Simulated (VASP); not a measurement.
# HBr (I4/mmm) in VASP: further runs

HBr is run at these levels: PBEsol; tasks: single point.

Program: VASP 6.6.1. These are calculated values, not measurements. Logs are shortened: lines on timing, memory, paths and dates and some standing lists are left out, and cuts for length are marked.

## Step 1: The cell of the first run

Symmetry: I4/mmm, No. 139, tetragonal system. The conventional cell has a = 4.597 Å, b = 4.597 Å, c = 3.319 Å, α = 90.00°, β = 90.00°, γ = 90.00°. H (site symmetry 4/mmm) has 2 Br at 1.66 Å within 2.2 Å. Within 2.2 Å of Br (site symmetry 4/mmm) lie 2 H at 1.66 Å.

## Step 2: Single point, PBEsol

File INCAR:

```
SYSTEM = HBr
PREC = Accurate
ENCUT = 520
EDIFF = 1E-7
ISMEAR = 0
SIGMA = 0.02
LREAL = .False.
LASPH = .True.
NELM = 80
ALGO = Normal
ISIF = 2
LWAVE = .False.
LCHARG = .True.
GGA = PS
LELF = .True.
LVHAR = .True.
NBANDS = 11
```

File KPOINTS:

```
regular mesh
0
Gamma
  10 10 10
  0 0 0
```

File POSCAR:

```
HBr
1.0
    0.0000000000      3.2505452216      3.2505466591
    1.6595653156      0.0000000000      3.2505466591
    1.6595653156      3.2505452216      0.0000000000
H Br
1 1
Direct
    0.0000000000      0.0000000000      0.0000000000
    0.5000000000      0.5000000000      0.5000000000
```

Potentials or basis: VASP PAW PBE potentials, release 64 (H, Br).

The run is started by

```sh
$ cat potpaw_PBE.64/H/POTCAR potpaw_PBE.64/Br/POTCAR > POTCAR
$ mpirun -np 1 vasp_std > vasp.out
```

OUTCAR:

```text
SYSTEM = HBr
   PREC = Accurate
   ENCUT = 520
   EDIFF = 1E-7
   ISMEAR = 0
   LREAL = .False.
   LASPH = .True.
   NELM = 80
   ISIF = 2
   GGA = PS

 ion  position               nearest neighbor table
   1  0.000  0.000  0.000-   2 1.66   2 1.66
   2  0.500  0.500  0.500-   1 1.66   1 1.66

  LATTYP: Found a body centered tetragonal cell.
 ALAT       =     4.5969661540
 C/A-ratio  =     0.7220263365

  Lattice vectors:

 A1 = (   1.6595653156,   0.0000000000,   3.2505466591)
 A2 = (   1.6595653156,   0.0000000000,  -3.2505466591)
 A3 = (  -1.6595653156,   3.2505452216,   0.0000000000)

Analysis of symmetry for initial positions (statically):
=====================================================================
 Subroutine PRICEL returns:
 Original cell was already a primitive cell.

 Routine SETGRP: Setting up the symmetry group for a
 body centered tetragonal supercell.

 Subroutine GETGRP returns: Found 16 space group operations
 (whereof 16 operations were pure point group operations)
 out of a pool of 16 trial point group operations.

The static configuration has the point symmetry D_4h.

Analysis of symmetry for dynamics (positions and initial velocities):
=====================================================================
 Subroutine PRICEL returns:
 Original cell was already a primitive cell.

 Routine SETGRP: Setting up the symmetry group for a
 body centered tetragonal supercell.

 Subroutine GETGRP returns: Found 16 space group operations
 (whereof 16 operations were pure point group operations)
 out of a pool of 16 trial point group operations.

The dynamic configuration has the point symmetry D_4h.

 Subroutine INISYM returns: Found 16 space group operations
 (whereof 16 operations are pure point group operations),
 and found     1 'primitive' translations

----------------------------------------------------------------------------------------

                                     Primitive cell

  volume of cell :      35.0701

  direct lattice vectors                    reciprocal lattice vectors
     0.000000000  3.250545222  3.250546659    -0.301283713  0.153820349  0.153820281
     1.659565316  0.000000000  3.250546659     0.301283713 -0.153820349  0.153820281
     1.659565316  3.250545222  0.000000000     0.301283713  0.153820349 -0.153820281

  length of vectors
     4.596966154  3.649686373  3.649685092     0.371609007  0.371609007  0.371609007

  position of ions in fractional coordinates (direct lattice)
     0.000000000  0.000000000  0.000000000
     0.500000000  0.500000000  0.500000000

  ion indices of the primitive-cell ions
   primitive index   ion index
                 1           1
                 2           2

----------------------------------------------------------------------------------------

 KPOINTS: regular mesh

Automatic generation of k-mesh.
 Grid dimensions read from file:
 generate k-points for:   10   10   10

 Generating k-lattice:

  Cartesian coordinates                     Fractional coordinates (reciprocal lattice)
    -0.030128371  0.015382035  0.015382028     0.100000000 -0.000000000  0.000000000
     0.030128371 -0.015382035  0.015382028    -0.000000000  0.100000000  0.000000000
     0.030128371  0.015382035 -0.015382028     0.000000000  0.000000000  0.100000000

  Length of vectors
     0.037160901  0.037160901  0.037160901

  Shift w.r.t. Gamma in fractional coordinates (k-lattice)
     0.000000000  0.000000000  0.000000000

 Subroutine IBZKPT returns following result:
 ===========================================

 Found    102 irreducible k-points:

 Following reciprocal coordinates:
            Coordinates               Weight
  0.000000  0.000000  0.000000      1.000000
  0.100000  0.000000  0.000000      8.000000
  0.200000  0.000000  0.000000      8.000000
  0.300000  0.000000  0.000000      8.000000
  0.400000 -0.000000  0.000000      8.000000
  0.500000 -0.000000  0.000000      4.000000
[... 16 lines left out ...]
  0.300000  0.300000  0.000000      4.000000
  0.400000  0.300000 -0.000000     16.000000
 [... further k-points ...]
   k-points           NKPTS =    102   k-points in BZ     NKDIM =    102   number of bands    NBANDS=     11
   number of dos      NEDOS =    301   number of ions     NIONS =      2
   total plane-waves  NPLWV =  28224
   dimension x,y,z NGX =    36 NGY =   28 NGZ =   28
   dimension x,y,z NGXF=    72 NGYF=   56 NGZF=   56
   ions per type =               1   1
   NGX,Y,Z   is equivalent  to a cutoff of  13.02, 12.75, 12.75 a.u.
   NGXF,Y,Z  is equivalent  to a cutoff of  26.04, 25.51, 25.51 a.u.
 SYSTEM =  HBr
   PREC   = accura    normal or accurate (medium, high low for compatibility)
   ISTART =      0    job   : 0-new  1-cont  2-samecut
   ICHARG =      2    charge: 1-file 2-atom 10-const
   ISPIN  =      1    spin polarized calculation?
   LNONCOLLINEAR =      F non collinear calculations
   LSORBIT =      F    spin-orbit coupling
   LASPH  =      T    aspherical Exc in radial PAW
   ENCUT  =  520.0 eV  38.22 Ry    6.18 a.u.   8.55  6.79  6.79*2*pi/ulx,y,z
   NELM   =     80;   NELMIN=  2; NELMDL= -5     # of ELM steps
   EDIFF  = 0.1E-06   stopping-criterion for ELM
   LREAL  =      F    real-space projection
   EDIFFG = 0.1E-05   stopping-criterion for IOM
   NSW    =      0    number of steps for IOM
   IBRION =     -1    ionic relax: 0-MD 1-quasi-New 2-CG
   NFREE  =      0    steps in history (QN), initial steepest desc. (CG)
   ISIF   =      2    stress and relaxation
   ISYM   =      2    0-nonsym 1-usesym 2-fastsym
   POTIM  = 0.5000    time-step for ionic-motion
   TEBEG  =    0.0;   TEEND  =   0.0 temperature during run
   PSTRESS=    0.0 pullay stress
   NELECT =       8.0000    total number of electrons
   NUPDOWN=      -1.0000    fix difference up-down
   EMIN   =  10.00;   EMAX   =-10.00  energy-range for DOS
   EFERMI =   0.00;   METHOD = LEGACY
   ISMEAR =     0;   SIGMA  =   0.02  broadening in eV -4-tet -1-fermi 0-gaus
   EFERMI_NEDOS =   21; number of points for ismear=-14 and -15
   IALGO  =     38    algorithm
   IMIX   =      4    mixing-type and parameters
     AMIX     =   0.40;   BMIX     =  1.00
     AMIX_MAG =   1.60;   BMIX_MAG =  1.00
  volume/ion in A,a.u.               =      17.54       118.33
  Fermi-wavevector in a.u.,A,eV,Ry     =   1.000290  1.890274 13.613713  1.000580
  Thomas-Fermi vector in A             =   2.132636
   LORBIT       =      0    0 simple, 1 ext, 2 COOP (PROOUT), +10 PAW based schemes
   GGA     = PS    functional components
   LHFCALC =     F    Hartree Fock is set to
   AEXX    =    0.0000 exact exchange contribution
   IVDW    =     0    specifies the selected vdW correction
   LEPSILON=     F    determine dielectric tensor
   LRPA    =     F    only Hartree local field effects (RPA)
 non-spin polarized calculation
 Gauss-broadening in eV      SIGMA  =   0.02
  energy-cutoff  :      520.00
  volume of cell :       35.07
 maximum number of plane-waves:       959
 NGX is ok and might be reduce to    36
   NGX = 17   NGY = 13   NGZ = 13

 number of electron       8.0000000 magnetization

 Free energy of the ion-electron system (eV)
  ---------------------------------------------------
  ext. energy  EPLUGINS =         0.00000000
  ---------------------------------------------------
  free energy    TOTEN  =        -4.98110910 eV

  energy without entropy =       -4.98110910  energy(sigma->0) =       -4.98110910

 E-fermi :   0.2350     XC(G=0):  -8.5488

 val. band max:        0.0572414341   @ k =   0.5000   0.5000   0.0000
 cond. band min:       0.3570676760   @ k =   0.0000   0.5000   0.5000
 fundamental gap:      0.2998262420
 Fermi energy:         0.2349652713

 k-point     1 :       0.0000    0.0000    0.0000
  band No.  band energies     occupation
      1     -15.4433      2.00000
      2      -0.7589      2.00000
      3      -0.2563      2.00000
      4      -0.2563      2.00000
      5       1.3748      0.00000
      6       6.0661      0.00000
      7       9.5996      0.00000
      8      13.9524      0.00000
      9      13.9524      0.00000
     10      15.0260      0.00000
     11      15.0260      0.00000

 k-point     2 :       0.1000    0.0000    0.0000
  band No.  band energies     occupation
      1     -15.3202      2.00000
      2      -2.3232      2.00000
      3      -0.3750      2.00000
      4      -0.3239      2.00000
      5       3.1247      0.00000
      6       6.4352      0.00000
      7       9.7970      0.00000
      8      12.2950      0.00000
      9      12.4580      0.00000
     10      16.0339      0.00000
     11      17.0917      0.00000

 k-point     3 :       0.2000    0.0000    0.0000
  band No.  band energies     occupation
      1     -14.9671      2.00000
      2      -4.3870      2.00000
      3      -0.6276      2.00000
      4      -0.4863      2.00000
      5       5.6947      0.00000
      6       7.2522      0.00000
      7       9.5931      0.00000
      8      10.8686      0.00000
      9      12.0311      0.00000
     10      14.9920      0.00000
     11      17.6139      0.00000

 k-point     4 :       0.3000    0.0000    0.0000
  band No.  band energies     occupation
      1     -14.4449      2.00000
      2      -6.1862      2.00000
      3      -0.8608      2.00000
      4      -0.6624      2.00000
      5       7.0449      0.00000
      6       8.6310      0.00000
      7       8.7302      0.00000
      8      11.0250      0.00000
      9      13.4042      0.00000
     10      14.2361      0.00000
     11      16.4991      0.00000
[... 239 lines left out ...]
 k-point    22 :      -0.2000    0.2000    0.0000
  band No.  band energies     occupation
      1     -13.9886      2.00000
      2      -7.3947      2.00000
      3      -0.9456      2.00000
      4      -0.6144      2.00000
      5       7.2228      0.00000
      6       8.4404      0.00000
      7       9.9759      0.00000
      8      11.5629      0.00000
      9      12.6196      0.00000
     10      14.4751      0.00000
     11      18.5924      0.00000

 k-point    23 :       0.3000    0.3000    0.0000
  band No.  band energies     occupation
      1     -15.1406      2.00000
      2      -2.6273      2.00000
      3      -1.0093      2.00000
      4      -0.0549      2.00000
      5       1.0545      0.00000
      6       8.2993      0.00000
      7      11.3678      0.00000
      8      12.9886      0.00000
      9      13.6543      0.00000
     10      15.6973      0.00000
     11      16.2714      0.00000

 k-point    24 :       0.4000    0.3000   -0.0000
  band No.  band energies     occupation
      1     -14.9649      2.00000
      2      -2.9562      2.00000
      3      -2.5732      2.00000
      4      -0.1105      2.00000
      5       2.7861      0.00000
      6       8.8609      0.00000
      7      11.2529      0.00000
      8      11.4661      0.00000
      9      14.0268      0.00000
     10      16.3248      0.00000
     11      16.7572      0.00000

 [... further k-points ...]
[... 5 lines left out ...]
  --------------------------------------------------------------------------------------
  -------------------------------------------------------------------------------------
  Total        0.6715214      0.6362808      0.6362814     -0.0000000      0.0000000     -0.0000000
  in kB       30.6784553     29.0684875     29.0685132     -0.0000000      0.0000000     -0.0000000
  external PRESSURE =      29.6051520 kB  Pullay stress =       0.0000000 kB

 VOLUME and BASIS-vectors are now :
 -----------------------------------------------------------------------------
  energy-cutoff  :      520.00
  volume of cell :       35.07
      direct lattice vectors                 reciprocal lattice vectors
     0.000000000  3.250545222  3.250546659    -0.301283713  0.153820349  0.153820281
     1.659565316  0.000000000  3.250546659     0.301283713 -0.153820349  0.153820281
     1.659565316  3.250545222  0.000000000     0.301283713  0.153820349 -0.153820281

 POSITION                                       TOTAL-FORCE (eV/Angst)
 -----------------------------------------------------------------------------------
      0.00000      0.00000      0.00000         0.000000      0.000000     -0.000000
      1.65957      3.25055      3.25055        -0.000000      0.000000      0.000000
 -----------------------------------------------------------------------------------
    total drift:                                0.000000      0.000000      0.000000

  FREE ENERGIE OF THE ION-ELECTRON SYSTEM (eV)
  ---------------------------------------------------
  free  energy   TOTEN  =        -4.9811090953 eV

  energy  without entropy=       -4.9811090953  energy(sigma->0) =       -4.98110910
```

It took 16 s on 1 thread of Intel Xeon 6975P-C (Granite Rapids), shared host; peak memory 0.19 GiB.

Results:

| Quantity | Value |
| --- | --- |
| Free energy | -4.9811 eV |
| Pressure | 3.0 GPa |
| Band gap on the k mesh | 0.30 eV (least direct gap 0.83 eV) |

Levels at points of the mesh, in eV from the valence-band top:
| k point | band 1 | band 2 | band 3 | band 4 | band 5 | band 6 | band 7 | band 8 | band 9 |
| --- | --- | --- | --- | --- | --- | --- | --- | --- | --- |
| (0.00, 0.00, 0.00) | -15.50 | -0.82 | -0.31 | -0.31 | 1.32 | 6.01 | 9.54 | 13.90 | 13.90 |
| (0.50, 0.00, 0.00) | -13.71 | -8.07 | -1.10 | -0.89 | 6.30 | 7.60 | 12.58 | 12.89 | 13.64 |
| (0.50, 0.50, 0.00) | -15.02 | -3.59 | -1.19 | 0.00 | 0.83 | 9.35 | 11.59 | 12.56 | 13.44 |
| (0.00, 0.50, 0.50) | -14.60 | -2.75 | -2.75 | -1.61 | 0.30 | 6.05 | 15.39 | 15.39 | 17.89 |

Caveat: the PAW data sets were made with another functional, which shifts forces and pressure a little.

## Step 3: Single point, PBEsol

File INCAR:

```
PREC = Accurate
ENCUT = 520
EDIFF = 1E-6
ISMEAR = 0
SIGMA = 0.02
LREAL = False
LASPH = True
NELM = 80
ALGO = Normal
ISIF = 2
LWAVE = False
LCHARG = True
GGA = PS
LELF = True
LVHAR = True
NBANDS = 11
```

File KPOINTS:

```
regular mesh
0
Gamma
  10 10 10
```

POSCAR is that of step 2.

Potentials or basis: VASP PAW PBE potentials, release 64 (H, Br).

The run is started by

```sh
$ cat potpaw_PBE.64/H/POTCAR potpaw_PBE.64/Br/POTCAR > POTCAR
$ mpirun -np 1 vasp_std > vasp.out
```

Wall time 16 s (1 thread of Intel Xeon 6975P-C (Granite Rapids), shared host); peak memory 0.19 GiB.

It converged, with:

- Free energy: -4.9811 eV
- Pressure: 3.0 GPa
- Band gap on the k mesh: 0.30 eV (least direct gap 0.83 eV)

Stress tensor (GPa, compression positive):
```
3.07 0.00 0.00
0.00 2.91 0.00
0.00 0.00 2.91
```

Levels at points of the mesh, in eV from the valence-band top:
```csv
k point,band 2,band 3,band 4,band 5,band 6,band 7
"(0.00, 0.00, 0.00)",-0.82,-0.31,-0.31,1.32,6.01,9.54
"(0.50, 0.00, 0.00)",-8.07,-1.10,-0.89,6.30,7.60,12.58
"(0.50, 0.50, 0.00)",-3.59,-1.19,0.00,0.83,9.35,11.59
"(0.00, 0.50, 0.50)",-2.75,-2.75,-1.61,0.30,6.05,15.39
```

Caveat: the PAW data sets were made with another functional, which shifts forces and pressure a little. A k mesh can miss the band edges.

[end of part 1 of 2]
